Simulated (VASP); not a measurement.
# Zn (P6_3/mmc) in VASP: notebook

The runs below take Zn through single point, relaxation of cell and atoms, with PBE.

Program: VASP 6.6.1. These are calculated values, not measurements. Logs are shortened: lines on timing, memory, paths and dates and some standing lists are left out, and cuts for length are marked.

## (1) The cell of the first run

Symmetry: P6_3/mmc, No. 194, hexagonal system. The conventional cell has a = 2.688 Å, b = 2.688 Å, c = 4.788 Å, α = 90.00°, β = 90.00°, γ = 120.00°. Within 3.5 Å of Zn (site symmetry -6m2) lie 12 Zn at 2.69 to 2.85 Å.

## (2) Single point, PBE

File INCAR:

```
  PREC = Accurate
  ENCUT = 520
  EDIFF = 1E-7
  ISMEAR = -1
  SIGMA = 0.05
  LREAL = False
  LASPH = True
  NELM = 60
  ALGO = Normal
  ISIF = 2
  LWAVE = False
  LCHARG = True
  GGA = PE
  LELF = True
  LVHAR = True
  NBANDS = 19
```

File KPOINTS:

```
regular mesh
0
Gamma
  17 17 9
```

File POSCAR:

```
Zn
1.0
    2.6883330992      0.0000000000      0.0000000000
   -1.3441665496      2.3281647577      0.0000000000
    0.0000000000      0.0000000000      4.7878787378
Zn
2
Direct
    0.3333333333      0.6666666667      0.2500000000
    0.6666666667      0.3333333333      0.7500000000
```

Potentials or basis: VASP PAW PBE potentials, release 64 (Zn).

The run is started by

```sh
cat potpaw_PBE.64/Zn/POTCAR > POTCAR
mpirun -np 1 vasp_std > vasp.out
```

OUTCAR:

```text
PREC = Accurate
   ENCUT = 520
   EDIFF = 1E-7
   ISMEAR = -1
   LREAL = False
   LASPH = True
   NELM = 60
   ISIF = 2
   GGA = PE

 ion  position               nearest neighbor table
   1  0.333  0.667  0.250-   2 2.85   2 2.85   2 2.85   2 2.85   2 2.85   2 2.85
   2  0.667  0.333  0.750-   1 2.85   1 2.85   1 2.85   1 2.85   1 2.85   1 2.85

  LATTYP: Found a hexagonal cell.
 ALAT       =     2.6883330992
 C/A-ratio  =     1.7809841865

  Lattice vectors:

 A1 = (   2.6883330992,   0.0000000000,   0.0000000000)
 A2 = (  -1.3441665496,   2.3281647577,   0.0000000000)
 A3 = (   0.0000000000,   0.0000000000,   4.7878787378)

Analysis of symmetry for initial positions (statically):
=====================================================================
 Subroutine PRICEL returns:
 Original cell was already a primitive cell.

 Routine SETGRP: Setting up the symmetry group for a
 hexagonal supercell.

 Subroutine GETGRP returns: Found 24 space group operations
 (whereof 12 operations were pure point group operations)
 out of a pool of 24 trial point group operations.

The static configuration has the point symmetry D_3d.
 The point group associated with its full space group is D_6h.

Analysis of symmetry for dynamics (positions and initial velocities):
=====================================================================
 Subroutine PRICEL returns:
 Original cell was already a primitive cell.

 Routine SETGRP: Setting up the symmetry group for a
 hexagonal supercell.

 Subroutine GETGRP returns: Found 24 space group operations
 (whereof 12 operations were pure point group operations)
 out of a pool of 24 trial point group operations.

The dynamic configuration has the point symmetry D_3d.
 The point group associated with its full space group is D_6h.

 Subroutine INISYM returns: Found 24 space group operations
 (whereof 12 operations are pure point group operations),
 and found     1 'primitive' translations

----------------------------------------------------------------------------------------

                                     Primitive cell

  volume of cell :      29.9668

  direct lattice vectors                    reciprocal lattice vectors
     2.688333099  0.000000000  0.000000000     0.371977714  0.214761433  0.000000000
    -1.344166550  2.328164758  0.000000000     0.000000000  0.429522866  0.000000000
     0.000000000  0.000000000  4.787878738     0.000000000  0.000000000  0.208860762

  length of vectors
     2.688333099  2.688333099  4.787878738     0.429522866  0.429522866  0.208860762

  position of ions in fractional coordinates (direct lattice)
     0.333333333  0.666666667  0.250000000
     0.666666667  0.333333333  0.750000000

  ion indices of the primitive-cell ions
   primitive index   ion index
                 1           1
                 2           2

----------------------------------------------------------------------------------------

 KPOINTS: regular mesh

Automatic generation of k-mesh.
 Grid dimensions read from file:
 generate k-points for:   17   17    9

 Generating k-lattice:

  Cartesian coordinates                     Fractional coordinates (reciprocal lattice)
     0.021881042  0.012633025  0.000000000     0.058823529 -0.000000000  0.000000000
     0.000000000  0.025266051  0.000000000     0.000000000  0.058823529  0.000000000
     0.000000000  0.000000000  0.023206751     0.000000000  0.000000000  0.111111111

  Length of vectors
     0.025266051  0.025266051  0.023206751

  Shift w.r.t. Gamma in fractional coordinates (k-lattice)
     0.000000000  0.000000000  0.000000000

 Subroutine IBZKPT returns following result:
 ===========================================

 Found    165 irreducible k-points:

 Following reciprocal coordinates:
            Coordinates               Weight
  0.000000  0.000000  0.000000      1.000000
  0.058824 -0.000000  0.000000      6.000000
  0.117647 -0.000000  0.000000      6.000000
  0.176471 -0.000000  0.000000      6.000000
  0.235294 -0.000000  0.000000      6.000000
  0.294118  0.000000  0.000000      6.000000
[... 16 lines left out ...]
  0.411765  0.117647  0.000000     12.000000
  0.176471  0.176471  0.000000      6.000000
 [... further k-points ...]
   k-points           NKPTS =    165   k-points in BZ     NKDIM =    165   number of bands    NBANDS=     19
   number of dos      NEDOS =    301   number of ions     NIONS =      2
   total plane-waves  NPLWV =  14400
   dimension x,y,z NGX =    20 NGY =   20 NGZ =   36
   dimension x,y,z NGXF=    40 NGYF=   40 NGZF=   72
   ions per type =               2
   NGX,Y,Z   is equivalent  to a cutoff of  12.37, 12.37, 12.50 a.u.
   NGXF,Y,Z  is equivalent  to a cutoff of  24.74, 24.74, 25.00 a.u.
 SYSTEM =  unknown system
   PREC   = accura    normal or accurate (medium, high low for compatibility)
   ISTART =      0    job   : 0-new  1-cont  2-samecut
   ICHARG =      2    charge: 1-file 2-atom 10-const
   ISPIN  =      1    spin polarized calculation?
   LNONCOLLINEAR =      F non collinear calculations
   LSORBIT =      F    spin-orbit coupling
   LASPH  =      T    aspherical Exc in radial PAW
   ENCUT  =  520.0 eV  38.22 Ry    6.18 a.u.   5.00  5.00  8.90*2*pi/ulx,y,z
   NELM   =     60;   NELMIN=  2; NELMDL= -5     # of ELM steps
   EDIFF  = 0.1E-06   stopping-criterion for ELM
   LREAL  =      F    real-space projection
   EDIFFG = 0.1E-05   stopping-criterion for IOM
   NSW    =      0    number of steps for IOM
   IBRION =     -1    ionic relax: 0-MD 1-quasi-New 2-CG
   NFREE  =      0    steps in history (QN), initial steepest desc. (CG)
   ISIF   =      2    stress and relaxation
   ISYM   =      2    0-nonsym 1-usesym 2-fastsym
   POTIM  = 0.5000    time-step for ionic-motion
   TEBEG  =    0.0;   TEEND  =   0.0 temperature during run
   PSTRESS=    0.0 pullay stress
   NELECT =      24.0000    total number of electrons
   NUPDOWN=      -1.0000    fix difference up-down
   EMIN   =  10.00;   EMAX   =-10.00  energy-range for DOS
   EFERMI =   0.00;   METHOD = LEGACY
   ISMEAR =    -1;   SIGMA  =   0.05  broadening in eV -4-tet -1-fermi 0-gaus
   EFERMI_NEDOS =   21; number of points for ismear=-14 and -15
   IALGO  =     38    algorithm
   IMIX   =      4    mixing-type and parameters
     AMIX     =   0.40;   BMIX     =  1.00
     AMIX_MAG =   1.60;   BMIX_MAG =  1.00
  volume/ion in A,a.u.               =      14.98       101.11
  Fermi-wavevector in a.u.,A,eV,Ry     =   1.520309  2.872968 31.447692  2.311340
  Thomas-Fermi vector in A             =   2.629177
   LORBIT       =      0    0 simple, 1 ext, 2 COOP (PROOUT), +10 PAW based schemes
   GGA     = PE    functional components
   LHFCALC =     F    Hartree Fock is set to
   AEXX    =    0.0000 exact exchange contribution
   IVDW    =     0    specifies the selected vdW correction
   LEPSILON=     F    determine dielectric tensor
   LRPA    =     F    only Hartree local field effects (RPA)
 non-spin polarized calculation
  energy-cutoff  :      520.00
  volume of cell :       29.97
 maximum number of plane-waves:       829
 NGX is ok and might be reduce to    20
   NGX =  9   NGY =  9   NGZ = 17

 number of electron      24.0000017 magnetization

 Free energy of the ion-electron system (eV)
  ---------------------------------------------------
  ext. energy  EPLUGINS =         0.00000000
  ---------------------------------------------------
  free energy    TOTEN  =        -2.20954167 eV

  energy without entropy =       -2.20581861  energy(sigma->0) =       -2.20768014

 E-fermi :   3.2857     XC(G=0): -11.6390

 val. band max:        3.2542042309   @ k =   0.2353   0.1176   0.0000
 cond. band min:       3.3419775265   @ k =   0.2941   0.2353   0.2222
 fundamental gap:      0.0877732956
 Fermi energy:         3.2857493959

 k-point     1 :       0.0000    0.0000    0.0000
  band No.  band energies     occupation
      1      -7.2914      2.00000
      2      -5.3714      2.00000
      3      -4.6628      2.00000
      4      -4.4818      2.00000
      5      -4.4818      2.00000
      6      -4.4195      2.00000
[... 11 lines left out ...]
     18      21.7355      0.00000
     19      21.7355      0.00000

 k-point     2 :       0.0588   -0.0000    0.0000
  band No.  band energies     occupation
      1      -7.1910      2.00000
      2      -5.3308      2.00000
      3      -4.6561      2.00000
      4      -4.4884      2.00000
      5      -4.4586      2.00000
      6      -4.4296      2.00000
[... 11 lines left out ...]
     18      22.1315      0.00000
     19      22.6636      0.00000

 k-point     3 :       0.1176   -0.0000    0.0000
  band No.  band energies     occupation
      1      -6.8940      2.00000
      2      -5.2215      2.00000
      3      -4.6477      2.00000
      4      -4.4989      2.00000
      5      -4.4452      2.00000
      6      -4.3913      2.00000
[... 11 lines left out ...]
     18      21.1792      0.00000
     19      22.4166      0.00000

 k-point     4 :       0.1765   -0.0000    0.0000
  band No.  band energies     occupation
      1      -6.4184      2.00000
      2      -5.0876      2.00000
      3      -4.6480      2.00000
      4      -4.5231      2.00000
      5      -4.3983      2.00000
      6      -4.3932      2.00000
[... 11 lines left out ...]
     18      18.9679      0.00000
     19      20.3602      0.00000

 k-point     5 :       0.2353   -0.0000    0.0000
  band No.  band energies     occupation
      1      -5.8269      2.00000
      2      -5.0140      2.00000
      3      -4.5989      2.00000
      4      -4.5739      2.00000
      5      -4.5343      2.00000
      6      -4.2716      2.00000
[... 11 lines left out ...]
     18      18.3281      0.00000
     19      20.5109      0.00000
[... 334 lines left out ...]
      2      -4.9733      2.00000
      3      -4.8543      2.00000
      4      -4.4589      2.00000
      5      -4.4318      2.00000
      6      -4.3653      2.00000
[... 11 lines left out ...]
     18      16.7008      0.00000
     19      17.7506      0.00000

 k-point    22 :       0.3529    0.1176    0.0000
  band No.  band energies     occupation
      1      -5.0723      2.00000
      2      -4.9821      2.00000
      3      -4.9275      2.00000
      4      -4.4701      2.00000
      5      -4.3774      2.00000
      6      -4.3672      2.00000
[... 11 lines left out ...]
     18      16.2702      0.00000
     19      17.3856      0.00000

 k-point    23 :       0.4118    0.1176    0.0000
  band No.  band energies     occupation
      1      -5.1027      2.00000
      2      -4.9953      2.00000
      3      -4.9641      2.00000
      4      -4.4626      2.00000
      5      -4.4219      2.00000
      6      -4.3335      2.00000
[... 11 lines left out ...]
     18      16.0508      0.00000
     19      17.2030      0.00000

 k-point    24 :       0.1765    0.1765    0.0000
  band No.  band energies     occupation
      1      -5.0876      2.00000
      2      -4.8234      2.00000
      3      -4.7546      2.00000
      4      -4.7186      2.00000
      5      -4.5053      2.00000
      6      -4.4469      2.00000
[... 11 lines left out ...]
     18      15.9373      0.00000
     19      17.1766      0.00000

 [... further k-points ...]
[... 5 lines left out ...]
  --------------------------------------------------------------------------------------
  -------------------------------------------------------------------------------------
  Total        0.0752841      0.0752841      0.0470102      0.0000000     -0.0000000      0.0000000
  in kB        4.0250755      4.0250755      2.5134074      0.0000000     -0.0000000      0.0000000
  external PRESSURE =       3.5211861 kB  Pullay stress =       0.0000000 kB

 VOLUME and BASIS-vectors are now :
 -----------------------------------------------------------------------------
  energy-cutoff  :      520.00
  volume of cell :       29.97
      direct lattice vectors                 reciprocal lattice vectors
     2.688333099  0.000000000  0.000000000     0.371977714  0.214761433  0.000000000
    -1.344166550  2.328164758  0.000000000     0.000000000  0.429522866  0.000000000
     0.000000000  0.000000000  4.787878738     0.000000000  0.000000000  0.208860762

 POSITION                                       TOTAL-FORCE (eV/Angst)
 -----------------------------------------------------------------------------------
     -0.00000      1.55211      1.19697         0.000000     -0.000000      0.000000
      1.34417      0.77605      3.59091        -0.000000      0.000000      0.000000
 -----------------------------------------------------------------------------------
    total drift:                               -0.000000      0.000000      0.000000

  FREE ENERGIE OF THE ION-ELECTRON SYSTEM (eV)
  ---------------------------------------------------
  free  energy   TOTEN  =        -2.2095416743 eV

  energy  without entropy=       -2.2058186143  energy(sigma->0) =       -2.20768014
```

It took 28 s on 1 thread of Intel Xeon 6975P-C (Granite Rapids), shared host; peak memory 0.19 GiB.

What came out:

```
Free energy            : -2.2095 eV
Pressure               : 0.4 GPa
Band gap on the k mesh : zero (band 12 reaches 4.42 eV, above the bottom of band 13 at 0.68 eV)
```

(Part 1 of 2 ends here.)
